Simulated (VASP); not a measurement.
Here is a VASP 6.6.1 calculation.

INCAR

```
ALGO     = Fast           # electronic algorithm
EDIFF    = 1E-6           # SCF threshold, eV
ENCUT    = 520            # plane-wave cutoff, eV
GGA      = PE             # functional
ISIF     = 2              # what is computed and relaxed
ISMEAR   = 0              # smearing method
LASPH    = T              # aspherical terms in the spheres
LCHARG   = F              # write CHGCAR
LREAL    = F              # projectors in reciprocal space
LWAVE    = F              # write WAVECAR
NBANDS   = 18             # bands
NELM     = 60             # most SCF steps
PREC     = Accurate       # precision mode
SIGMA    = 0.15           # smearing width, eV
```

KPOINTS

```
k-points
0
Gamma
  18 18 14
```

The input POSCAR:

```
CuAu
1.0
    2.7580000000      0.0000000000      0.0000000000
    0.0000000000      2.7580000000      0.0000000000
    0.0000000000      0.0000000000      3.6700000000
Cu Au
1 1
Direct
    0.5000000000      0.5000000000      0.5000000000
    0.0000000000      0.0000000000      0.0000000000
```

Potentials or basis: VASP PAW PBE potentials, release 64 (Cu, Au).

Run with:

```bash
$ cat potpaw_PBE.64/Cu/POTCAR potpaw_PBE.64/Au/POTCAR > POTCAR
$ mpirun -np 1 vasp_std > vasp.out
```

(1) Estimate the band gap on the k mesh.

(2) What does it give for the pressure?

Answers

(1) zero (band 11 reaches 15.00 eV, above the bottom of band 12 at 7.33 eV).

(2) 12.6 GPa.

Caveat: the cell differs from its parent crystal (strain -0.015 along x and y, +0.000 along z); spin-orbit coupling is left out, which moves the levels of the heavy elements.
